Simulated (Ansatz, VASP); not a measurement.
Two plane-wave programs on Cu

```xyz
4
Lattice="2.6545 0.0000 0.0000 -1.3273 2.2989 0.0000 0.0000 0.0000 8.6621" Properties=species:S:1:pos:R:3 pbc="T T T"
Cu   -1.3273    2.2989    0.0000
Cu    0.0000    0.0000    4.3310
Cu    0.0000    1.5326    2.1655
Cu    1.3273    0.7663    6.4966
```

Alike in both runs: task single point; functional BLYP; k mesh 15 × 15 × 4; occupations fermi-dirac, width 0.1 eV; no spin polarisation.

|  | VASP | Ansatz |
| --- | --- | --- |
| version | VASP 6.6.1 | Ansatz 0.2.0 |
| potentials or method | VASP PAW PBE potentials, release 64 (Cu), cutoff 520 eV | plane waves (420 eV) with PAW, scalar-relativistic |
| valence electrons in the cell | 44 | 76 |

```tsv
	VASP	Ansatz	Ansatz less VASP
pressure (GPa)	-3.5	-4.1	-0.63
traceless stress, the component that is largest in VASP (GPa)	0.78	0.80	+0.019
```

VASP's potentials were made for PBE, not for BLYP. With one functional, cell and mesh, what is left measures potentials, basis and numerics. VASP's potentials hold 44 valence electrons a cell and Ansatz's 76, so a difference there can come from the potentials and not from the codes.
